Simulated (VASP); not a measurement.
# BaTiO3 in VASP: notebook

Runs on BaTiO3. Level: LDA+U. Tasks: single point.

All numbers are computed with VASP 6.6.1; they aren't measurements. Logs are shortened: lines on timing, memory, paths and dates and some standing lists are left out, and cuts for length are marked.

## Step 1: The cell of the first run

The typed cell holds 10 atoms: a = 3.943 Å, b = 3.945 Å, c = 7.889 Å, α = 89.95°, β = 89.95°, γ = 89.95°.

## Step 2: Single point, LDA+U

INCAR

```
SYSTEM = BaTiO3
PREC = Accurate
ENCUT = 600
EDIFF = 1E-6
ISMEAR = -1
SIGMA = 0.05
LREAL = .FALSE.
LASPH = .TRUE.
NELM = 200
ALGO = Normal
ISIF = 2
LWAVE = .FALSE.
LCHARG = .FALSE.
LMAXMIX = 4
LDAU = .TRUE.
LDAUTYPE = 2
LDAUL = -1 2 -1
LDAUU = 0 1 0
LDAUJ = 0 0 0
LDAUPRINT = 1
GGA = CA
NBANDS = 51
GGA_COMPAT = .FALSE.
KPAR = 4
```

KPOINTS

```
regular mesh
0
G
  7 7 4
  0 0 0
```

POSCAR

```
BaTiO3
1.0
   -3.9426143964     -0.0015727350     -0.0014881631
   -0.0016939859     -0.0018132103     -3.9446082101
   -0.0032452001     -7.8891620795     -0.0032558756
Ba Ti O
2 2 6
Direct
   -0.0037942324      0.9959617110      0.4979793022
   -0.0037983137      0.9959594842     -0.0020220467
    0.4892292425      0.4886248712      0.2443080618
    0.4892448195      0.4886314815      0.7443073971
    0.5037375369      0.0075244669      0.2519631192
    0.5037270008      0.0075159169      0.7519596195
    0.5037241858      0.5039127915      0.5037634808
    0.5037283506      0.5039145796      0.0037635301
    1.0071067880      0.5039816561      0.2519909730
    0.0070946318      0.5039730412      0.7519865531
```

Potentials or basis: VASP PAW LDA potentials, release 64 (Ba_sv, Ti_sv, O).

The run is started by

```sh
$ cat potpaw_LDA.64/Ba_sv/POTCAR potpaw_LDA.64/Ti_sv/POTCAR potpaw_LDA.64/O/POTCAR > POTCAR
$ mpirun -np 4 vasp_std > vasp.out
```

OUTCAR:

```text
SYSTEM = BaTiO3
   PREC = Accurate
   ENCUT = 600
   EDIFF = 1E-6
   ISMEAR = -1
   LREAL = .FALSE.
   LASPH = .TRUE.
   NELM = 200
   ISIF = 2
   GGA = CA

 ion  position               nearest neighbor table
   1  0.996  0.996  0.498-   9 2.75   5 2.75   7 2.75   5 2.79   7 2.79   9 2.79  10 2.79   7 2.79
                             6 2.79   7 2.83   6 2.83  10 2.84   4 3.37   4 3.40   4 3.40   3 3.40
   2  0.996  0.996  0.998-  10 2.75   6 2.75   8 2.75   6 2.79   8 2.79  10 2.79   9 2.79   8 2.79
                             5 2.79   8 2.83   5 2.83   9 2.84   3 3.37   3 3.40   3 3.40   4 3.40
   3  0.489  0.489  0.244-   8 1.90   5 1.90   9 1.90   9 2.04   5 2.05   7 2.05   2 3.37   2 3.40
                             2 3.40   1 3.40   2 3.43   1 3.43   1 3.43   1 3.47
   4  0.489  0.489  0.744-   7 1.90   6 1.90  10 1.90  10 2.04   6 2.05   8 2.05   1 3.37   1 3.40
                             1 3.40   2 3.40   1 3.43   2 3.43   2 3.43   2 3.47
   5  0.504  0.008  0.252-   3 1.90   3 2.05   1 2.75   1 2.79   2 2.79   2 2.83
   6  0.504  0.008  0.752-   4 1.90   4 2.05   2 2.75   2 2.79   1 2.79   1 2.83
   7  0.504  0.504  0.504-   4 1.90   3 2.05   1 2.75   1 2.79   1 2.79   1 2.83
   8  0.504  0.504  0.004-   3 1.90   4 2.05   2 2.75   2 2.79   2 2.79   2 2.83
   9  0.007  0.504  0.252-   3 1.90   3 2.04   1 2.75   1 2.79   2 2.79   2 2.84
  10  0.007  0.504  0.752-   4 1.90   4 2.04   2 2.75   2 2.79   1 2.79   1 2.84

  LATTYP: Found a triclinic cell.
 ALAT       =     3.9446089906
 B/A-ratio  =     1.4132855008
 C/A-ratio  =     1.9999861679
 COS(alpha) =     0.0000442551
 COS(beta)  =     0.0008725467
 COS(gamma) =     0.7070003372

  Lattice vectors:

 A1 = (  -0.0016939859,  -0.0018132103,  -3.9446082101)
 A2 = (   3.9409204105,  -0.0002404753,  -3.9431200470)
 A3 = (  -0.0032452001,  -7.8891620795,  -0.0032558756)

Analysis of symmetry for initial positions (statically):
=====================================================================
 Subroutine PRICEL returns:
 Original cell was already a primitive cell.

 Routine SETGRP: Setting up the symmetry group for a
 triclinic supercell.

 Subroutine GETGRP returns: Found  1 space group operations
 (whereof  1 operations were pure point group operations)
 out of a pool of  2 trial point group operations.

The static configuration has the point symmetry C_1 .

Analysis of symmetry for dynamics (positions and initial velocities):
=====================================================================
 Subroutine PRICEL returns:
 Original cell was already a primitive cell.

 Routine SETGRP: Setting up the symmetry group for a
 triclinic supercell.

 Subroutine GETGRP returns: Found  1 space group operations
 (whereof  1 operations were pure point group operations)
 out of a pool of  2 trial point group operations.

The dynamic configuration has the point symmetry C_1 .

 Subroutine INISYM returns: Found  1 space group operations
 (whereof  1 operations are pure point group operations),
 and found     1 'primitive' translations

----------------------------------------------------------------------------------------

                                     Primitive cell

  volume of cell :     122.6927

  direct lattice vectors                    reciprocal lattice vectors
    -3.942614396 -0.001572735 -0.001488163    -0.253638887  0.000104289  0.000108876
    -0.001693986 -0.001813210 -3.944608210     0.000095647  0.000104585 -0.253510691
    -0.003245200 -7.889162080 -0.003255876     0.000050542 -0.126756219  0.000058244

  length of vectors
     3.942614991  3.944608991  7.889163419     0.253638931  0.253510730  0.126756242

  position of ions in fractional coordinates (direct lattice)
[... 144 lines left out ...]
  0.0024 -0.0012  0.2577 -0.0012  0.0001
 -0.0002 -0.0002 -0.0012  0.1280 -0.0020
 -0.0000  0.0021  0.0001 -0.0020  0.2576

spin component  2

  0.1280 -0.0002  0.0024 -0.0002 -0.0000
 -0.0002  0.1282 -0.0012 -0.0002  0.0021
  0.0024 -0.0012  0.2577 -0.0012  0.0001
 -0.0002 -0.0002 -0.0012  0.1280 -0.0020
 -0.0000  0.0021  0.0001 -0.0020  0.2576

 occupancies and eigenvectors

  o =  0.1277  v =  0.6442  0.4181 -0.0019  0.6405  0.0032  0.0000  0.0000  0.0000  0.0000  0.0000      0.0000  0.0000  0.0000  0.0000  0.0000  0.0000  0.0000  0.0000  0.0000  0.0000
  o =  0.1277  v =  0.0000  0.0000  0.0000  0.0000  0.0000  0.6442  0.4181 -0.0019  0.6405  0.0032      0.0000  0.0000  0.0000  0.0000  0.0000  0.0000  0.0000  0.0000  0.0000  0.0000
  o =  0.1281  v =  0.7016  0.0100 -0.0190 -0.7122 -0.0113  0.0000  0.0000  0.0000  0.0000  0.0000      0.0000  0.0000  0.0000  0.0000  0.0000  0.0000  0.0000  0.0000  0.0000  0.0000
  o =  0.1281  v =  0.0000  0.0000  0.0000  0.0000  0.0000  0.7016  0.0100 -0.0190 -0.7122 -0.0113      0.0000  0.0000  0.0000  0.0000  0.0000  0.0000  0.0000  0.0000  0.0000  0.0000
  o =  0.1282  v =  0.0000  0.0000  0.0000  0.0000  0.0000 -0.3041  0.9081  0.0116 -0.2868 -0.0196      0.0000  0.0000  0.0000  0.0000  0.0000  0.0000  0.0000  0.0000  0.0000  0.0000
  o =  0.1282  v = -0.3041  0.9081  0.0116 -0.2868 -0.0196  0.0000  0.0000  0.0000  0.0000  0.0000      0.0000  0.0000  0.0000  0.0000  0.0000  0.0000  0.0000  0.0000  0.0000  0.0000
  o =  0.2576  v =  0.0097 -0.0191  0.5346  0.0085 -0.8448  0.0000  0.0000  0.0000  0.0000  0.0000      0.0000  0.0000  0.0000  0.0000  0.0000  0.0000  0.0000  0.0000  0.0000  0.0000
  o =  0.2576  v =  0.0000  0.0000  0.0000  0.0000  0.0000  0.0097 -0.0191  0.5346  0.0085 -0.8448      0.0000  0.0000  0.0000  0.0000  0.0000  0.0000  0.0000  0.0000  0.0000  0.0000
  o =  0.2578  v =  0.0000  0.0000  0.0000  0.0000  0.0000 -0.0153 -0.0008 -0.8448  0.0160 -0.5346      0.0000  0.0000  0.0000  0.0000  0.0000  0.0000  0.0000  0.0000  0.0000  0.0000
  o =  0.2578  v = -0.0153 -0.0008 -0.8448  0.0160 -0.5346  0.0000  0.0000  0.0000  0.0000  0.0000      0.0000  0.0000  0.0000  0.0000  0.0000  0.0000  0.0000  0.0000  0.0000  0.0000

atom =   4  type =  2  l = 2

 onsite density matrix

spin component  1

  0.1280 -0.0002  0.0023 -0.0002 -0.0000
 -0.0002  0.1282 -0.0012 -0.0002  0.0021
  0.0023 -0.0012  0.2577 -0.0012  0.0001
 -0.0002 -0.0002 -0.0012  0.1280 -0.0020
 -0.0000  0.0021  0.0001 -0.0020  0.2576

spin component  2

  0.1280 -0.0002  0.0023 -0.0002 -0.0000
 -0.0002  0.1282 -0.0012 -0.0002  0.0021
  0.0023 -0.0012  0.2577 -0.0012  0.0001
 -0.0002 -0.0002 -0.0012  0.1280 -0.0020
 -0.0000  0.0021  0.0001 -0.0020  0.2576

 occupancies and eigenvectors

  o =  0.1277  v =  0.6397  0.4124 -0.0018  0.6486  0.0034  0.0000  0.0000  0.0000  0.0000  0.0000      0.0000  0.0000  0.0000  0.0000  0.0000  0.0000  0.0000  0.0000  0.0000  0.0000
  o =  0.1277  v =  0.0000  0.0000  0.0000  0.0000  0.0000  0.6397  0.4124 -0.0018  0.6486  0.0034      0.0000  0.0000  0.0000  0.0000  0.0000  0.0000  0.0000  0.0000  0.0000  0.0000
  o =  0.1281  v =  0.7048  0.0215 -0.0189 -0.7088 -0.0115  0.0000  0.0000  0.0000  0.0000  0.0000      0.0000  0.0000  0.0000  0.0000  0.0000  0.0000  0.0000  0.0000  0.0000  0.0000
  o =  0.1281  v =  0.0000  0.0000  0.0000  0.0000  0.0000  0.7048  0.0215 -0.0189 -0.7088 -0.0115      0.0000  0.0000  0.0000  0.0000  0.0000  0.0000  0.0000  0.0000  0.0000  0.0000
  o =  0.1282  v =  0.0000  0.0000  0.0000  0.0000  0.0000 -0.3062  0.9105  0.0117 -0.2769 -0.0195      0.0000  0.0000  0.0000  0.0000  0.0000  0.0000  0.0000  0.0000  0.0000  0.0000
  o =  0.1282  v = -0.3062  0.9105  0.0117 -0.2769 -0.0195  0.0000  0.0000  0.0000  0.0000  0.0000      0.0000  0.0000  0.0000  0.0000  0.0000  0.0000  0.0000  0.0000  0.0000  0.0000
  o =  0.2576  v =  0.0099 -0.0191  0.5465  0.0082 -0.8371  0.0000  0.0000  0.0000  0.0000  0.0000      0.0000  0.0000  0.0000  0.0000  0.0000  0.0000  0.0000  0.0000  0.0000  0.0000
  o =  0.2576  v =  0.0000  0.0000  0.0000  0.0000  0.0000  0.0099 -0.0191  0.5465  0.0082 -0.8371      0.0000  0.0000  0.0000  0.0000  0.0000  0.0000  0.0000  0.0000  0.0000  0.0000
  o =  0.2578  v =  0.0000  0.0000  0.0000  0.0000  0.0000 -0.0151 -0.0011 -0.8371  0.0161 -0.5465      0.0000  0.0000  0.0000  0.0000  0.0000  0.0000  0.0000  0.0000  0.0000  0.0000
  o =  0.2578  v = -0.0151 -0.0011 -0.8371  0.0161 -0.5465  0.0000  0.0000  0.0000  0.0000  0.0000      0.0000  0.0000  0.0000  0.0000  0.0000  0.0000  0.0000  0.0000  0.0000  0.0000

 number of electron      80.0000016 magnetization

 Free energy of the ion-electron system (eV)
  ---------------------------------------------------
  ext. energy  EPLUGINS =         0.00000000
  ---------------------------------------------------
  free energy    TOTEN  =       -86.88483871 eV

  energy without entropy =      -86.88483871  energy(sigma->0) =      -86.88483871

 E-fermi :   4.9322     XC(G=0): -11.9612

 val. band max:        3.8479148289   @ k =   0.4286   0.4286  -0.0000
 cond. band min:       5.9713683381   @ k =   0.0000   0.0000   0.0000
 fundamental gap:      2.1234535092
 Fermi energy:         4.9322166444

 k-point     1 :       0.0000    0.0000    0.0000
  band No.  band energies     occupation
      1     -51.9510      2.00000
      2     -51.9496      2.00000
      3     -28.6627      2.00000
      4     -28.5986      2.00000
      5     -28.5976      2.00000
      6     -28.5952      2.00000
[... 1285 lines left out ...]
     50      11.6258      0.00000
     51      11.6376      0.00000

 [... further k-points ...]
[... 5 lines left out ...]
  --------------------------------------------------------------------------------------
  -------------------------------------------------------------------------------------
  Total        2.2550581      2.2462377      2.2435291     -0.0205320     -0.0224599     -0.0203216
  in kB       29.4475719     29.3323909     29.2970205     -0.2681159     -0.2932910     -0.2653691
  external PRESSURE =      29.3589944 kB  Pullay stress =       0.0000000 kB

 VOLUME and BASIS-vectors are now :
 -----------------------------------------------------------------------------
  energy-cutoff  :      600.00
  volume of cell :      122.69
      direct lattice vectors                 reciprocal lattice vectors
    -3.942614396 -0.001572735 -0.001488163    -0.253638887  0.000104289  0.000108876
    -0.001693986 -0.001813210 -3.944608210     0.000095647  0.000104585 -0.253510691
    -0.003245200 -7.889162080 -0.003255876     0.000050542 -0.126756219  0.000058244

 POSITION                                       TOTAL-FORCE (eV/Angst)
 -----------------------------------------------------------------------------------
     -3.93096     -3.93201     -3.93178        -0.015952     -0.017271     -0.017280
     -3.93256     -7.87658     -3.93340        -0.016045     -0.017248     -0.017319
     -1.93046     -1.92904     -1.92896        -0.096921     -0.102721     -0.102791
     -1.93215     -5.87362     -1.93061        -0.096521     -0.102455     -0.102575
     -1.98687     -1.98858     -0.03125         0.006236      0.006937      0.106195
     -1.98845     -5.93314     -0.03285         0.006140      0.006679      0.105970
     -1.98848     -3.97598     -1.99013         0.006230      0.106097      0.006902
     -1.98687     -0.03140     -1.98851         0.006358      0.106172      0.006957
     -0.02969     -1.98892     -1.98884         0.100401      0.007059      0.007016
     -0.03127     -5.93347     -1.99044         0.100072      0.006752      0.006924
 -----------------------------------------------------------------------------------
    total drift:                               -0.001349     -0.001216     -0.001217

  FREE ENERGIE OF THE ION-ELECTRON SYSTEM (eV)
  ---------------------------------------------------
  free  energy   TOTEN  =       -86.8848387085 eV

  energy  without entropy=      -86.8848387083  energy(sigma->0) =      -86.88483871
```

It took 6.3 min on 4 MPI ranks of Intel Xeon Platinum 8259CL at 2.50GHz (Skylake/Cascade Lake), shared host; peak memory 0.66 GiB.

Results:

```yaml
Free_energy: -86.8848 eV
Pressure: 2.9 GPa
Largest_force: 0.175 eV/Å
Band_gap_on_the_k_mesh: 2.12 eV
```

Forces in eV/Å, atoms in the order of the input:
```
Ba  -0.016 -0.017 -0.017
Ba  -0.016 -0.017 -0.017
Ti  -0.097 -0.103 -0.103
Ti  -0.097 -0.102 -0.103
O    0.006  0.007  0.106
O    0.006  0.007  0.106
O    0.006  0.106  0.007
O    0.006  0.106  0.007
O    0.100  0.007  0.007
O    0.100  0.007  0.007
```

Levels at points of the mesh, in eV from the valence-band top:
| k point | band 36 | band 37 | band 38 | band 39 | band 40 | band 41 | band 42 | band 43 | band 44 | band 45 |
| --- | --- | --- | --- | --- | --- | --- | --- | --- | --- | --- |
| (0.00, 0.00, 0.00) | -0.79 | -0.73 | -0.24 | -0.17 | -0.16 | 2.12 | 2.13 | 2.20 | 2.32 | 3.92 |
| (0.00, 0.00, 0.50) | -1.21 | -0.51 | -0.51 | -0.48 | -0.48 | 2.23 | 2.23 | 3.07 | 3.07 | 3.11 |

Eigenvalues of the final occupation matrices:
```
    site  spin  trace               eigenvalues
site 3 d     1   0.90  0.13 0.13 0.13 0.26 0.26
site 3 d     2   0.90  0.13 0.13 0.13 0.26 0.26
site 4 d     1   0.90  0.13 0.13 0.13 0.26 0.26
site 4 d     2   0.90  0.13 0.13 0.13 0.26 0.26
```

Caveat: spin-orbit coupling is left out, which moves the levels of the heavy elements.

[end of part 1 of 2]
